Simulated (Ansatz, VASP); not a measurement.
**ScAl3N4 in VASP and in Ansatz**

INCAR

```
ALGO = Normal ; EDIFF = 1E-6
EDIFFG = -0.002 ; ENCUT = 600
GGA = PS ; IBRION = 2
ISIF = 3 ; ISMEAR = 0
LASPH = True ; LCHARG = False
LREAL = False ; LWAVE = False
NELM = 80 ; NSW = 100
PREC = Accurate ; SIGMA = 0.02
```

Contents of KPOINTS:

```
k-points
0
Gamma
  8 6 8
```

The input POSCAR:

```
ScAl3N4
1.0
   -3.2093138032      0.0000000000      0.0000000000
    0.0000000000      5.6061117837     -0.0022854099
    1.6046569016     -2.8009827712     -5.0352850055
Sc Al N
1 3 4
Direct
    0.0059270988      0.3364758500      0.0118541976
    0.5000611080      0.8364334066      0.0001222160
    0.7538711306      0.4169486235      0.5077422612
    0.2462543450      0.9171216428      0.4925086900
    0.8003799057      0.1309301442      0.6007598115
    0.3054791675      0.6425194842      0.6109583349
    0.5672647508      0.2131272705      0.1345295016
    0.0567624936      0.7424435781      0.1135249872
```

Input for Ansatz:

```yaml
crystal:
  lattice:
    - [-3.2093138032, 0.0, 0.0]
    - [0.0, 5.6061117837, -0.0022854099]
    - [1.6046569016, -2.8009827712, -5.0352850055]
  atoms:
    - { symbol: Sc, position: [0.0059270988, 0.33647585, 0.0118541976] }
    - { symbol: Al, position: [0.500061108, 0.8364334066, 0.000122216] }
    - { symbol: Al, position: [0.7538711306, 0.4169486235, 0.5077422612] }
    - { symbol: Al, position: [0.246254345, 0.9171216428, 0.49250869] }
    - { symbol: "N", position: [0.8003799057, 0.1309301442, 0.6007598115] }
    - { symbol: "N", position: [0.3054791675, 0.6425194842, 0.6109583349] }
    - { symbol: "N", position: [0.5672647508, 0.2131272705, 0.1345295016] }
    - { symbol: "N", position: [0.0567624936, 0.7424435781, 0.1135249872] }
basis:
  ecutwfc: 420
kpoints:
  mp_grid: { grid: [8, 6, 8] }
hamiltonian:
  xc: pbesol
  pseudopotentials: { kind: paw, azcp: { folder: soft_1 } }
scf:
  occupations: { method: gaussian, width: 0.02 }
output:
  forces: true
  stress: true
  eigenvalues: true
  write_density: true
  write_potential: true
  elf: true
  volumetric_format: npy
relax:
  adjacent_minimum: "off"
  f_tol: 0.002
  max_steps: 80
  cell: { stress_tol: 0.02 }
```

Alike in both runs: task relaxation of cell and atoms; functional PBEsol; k mesh 8 × 6 × 8; occupations gaussian, width 0.02 eV; no spin polarisation.

|  | VASP | Ansatz |
| --- | --- | --- |
| version | VASP 6.6.1 | Ansatz 0.2.0 |
| potentials or method | VASP PAW PBE potentials, release 64 (Sc_sv, Al, N), cutoff 600 eV | scalar-relativistic, plane waves, PAW |
| valence electrons in the cell | 40 | 40 |

Ansatz gave:

```
gap on the k mesh at the Fermi level, each at its own relaxed structure (eV) : 3.61
relaxed volume (Å³/atom)                                                     : 11.33
relaxed cell length with the largest relative difference (Å)                 : 5.983
```

Task: Which values does VASP return?

Result: gap on the k mesh at the Fermi level, each at its own relaxed structure (eV): 3.63; relaxed volume (Å³/atom): 11.34; relaxed cell length with the largest relative difference (Å): 5.986.

VASP's potentials were made for PBE, not for PBEsol, and Ansatz warns of the same on its side.
